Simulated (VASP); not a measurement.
C, 2 atoms in the cell. Symmetry: I4_1/amd, No. 141, tetragonal system. Conventional cell: a = 2.432 Å, b = 2.432 Å, c = 3.717 Å, α = 90.00°, β = 90.00°, γ = 90.00°. Within 2.0 Å of C (site symmetry -4m2) lie 4 C at 1.53 Å.  This cell differs from its parent crystal: strain +e along x and -e along y +0.0000, strain +e along z and -e/2 along x and y +0.0525.

| Quantity | Value |
| --- | --- |
| Program | VASP 6.6.1 |
| Task | single point |
| Functional | LDA |
| Potentials or basis | VASP PAW LDA potentials, release 64 (C_h) |
| Cutoff | 1300 eV |
| k mesh | 12 × 12 × 12 |
| Occupations | gaussian, width 0.05 eV |
| Spin | no spin polarisation |
| Dipole correction | no |
| Further INCAR settings | ALGO = Normal; EDIFF = 1e-06; NBANDS = 11 |

Potentials or basis: VASP PAW LDA potentials, release 64 (C_h).

Run with:

```sh
$ cat potpaw_LDA.64/C_h/POTCAR > POTCAR
$ mpirun -np 1 vasp_std > vasp.out
```

Hardware: 1 thread of Intel(R) Xeon(R) 6975P-C (Granite Rapids) (shared host).

Problem. How long does it take, and how much memory?

Solution. Wall time 24 s on 1 thread of Intel(R) Xeon(R) 6975P-C (Granite Rapids), on a shared host, peak memory 0.18 GiB. Counts: scf iterations 11, k points 163.
